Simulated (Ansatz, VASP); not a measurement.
## One calculation of PtSe, two programs

Contents of INCAR:

```
ALGO = Normal
EDIFF = 1E-8
ENCUT = 520
GGA = PE
ISIF = 2
ISMEAR = 1
LASPH = True
LCHARG = False
LDAU = True
LDAUJ = 0 0
LDAUL = 2 -1
LDAUPRINT = 1
LDAUTYPE = 2
LDAUU = 3 0
LEFG = True
LMAXMIX = 4
LREAL = False
LWAVE = False
NBANDS = 24
NELM = 150
PREC = Accurate
SIGMA = 0.05
```

The input KPOINTS:

```
k-points
0
Gamma
  10 10 6
```

The input POSCAR:

```
PtSe
1.0
    3.8499446572      0.0000000000      0.0000000000
   -1.9249723286      3.3341498763      0.0000000000
    0.0000000000      0.0000000000      7.0964647173
Pt Se
2 2
Direct
    0.3333333333      0.6666666667      0.0126290861
    0.6666666667      0.3333333333      0.5126290861
    0.3333333333      0.6666666667      0.3633709139
    0.6666666667      0.3333333333      0.8633709139
```

Input for Ansatz:

```yaml
crystal:
  lattice:
    - [3.8499446572, 0.0, 0.0]
    - [-1.9249723286, 3.3341498763, 0.0]
    - [0.0, 0.0, 7.0964647173]
  atoms:
    - { symbol: Pt, position: [0.3333333333, 0.6666666667, 0.0126290861] }
    - { symbol: Pt, position: [0.6666666667, 0.3333333333, 0.5126290861] }
    - { symbol: Se, position: [0.3333333333, 0.6666666667, 0.3633709139] }
    - { symbol: Se, position: [0.6666666667, 0.3333333333, 0.8633709139] }
kpoints:
  mp_grid: { grid: [10, 10, 6] }
  band_path:
    path:
      - [0.0, 0.0, 0.0]
      - [0.5, 0.0, 0.0]
      - [0.3333333333, 0.3333333333, 0.0]
      - [0.0, 0.0, 0.0]
      - [0.0, 0.0, 0.5]
      - [0.5, 0.0, 0.5]
      - [0.3333333333, 0.3333333333, 0.5]
      - [0.0, 0.0, 0.5]
      - [0.5, 0.0, 0.5]
    npoints: 14
scf:
  occupations: { method: cold, width: 0.05 }
hamiltonian:
  xc: pbe
  pseudopotentials: { kind: paw }
  hubbard: { sites: [{ species: Pt, l: d, u_eff: 3.0 }], double_counting: fll }
output:
  forces: true
  stress: true
  eigenvalues: true
  efg: { contact_densities: true }
  populations: true
basis:
  ecutwfc: "550 eV"
```

Alike in both runs: task electric field gradients; functional PBE; k mesh 10 × 10 × 6; no spin polarisation; Hubbard terms Pt d U = 3.0 eV.

```csv
,VASP,Ansatz
version,VASP 6.6.1,Ansatz 0.2.0
potentials or method,"VASP PAW PBE potentials, release 64 (Pt, Se), cutoff 520 eV","PAW with Ansatz's default frozen-core files, scalar-relativistic"
occupations,"methfessel-paxton of order 1, width 0.05 eV","cold, width 0.05 eV"
valence electrons in the cell,32,68
```

```csv
,VASP,Ansatz,Ansatz less VASP
gap on the k mesh at the Fermi level (eV),none,none,-
pressure (GPa),-2.0,0.1,+2.13
"traceless stress, the component that is largest in VASP (GPa)",0.24,0.68,+0.436
rms of the force components (eV/Å),0.064,0.016,-0.0475
```

The programs project onto different local orbitals, so the same U acts differently, and such runs can settle in different states. Atom by atom the forces differ by 0.048 eV/Å (rms over components). A gap of «none» marks a metal or a gap that the smearing closes. VASP's potentials hold 32 valence electrons a cell and Ansatz's 68, so a difference there can come from the potentials and not from the codes. Ansatz's warnings: filled band counts differ across k points.

Neither program's run includes spin-orbit coupling.
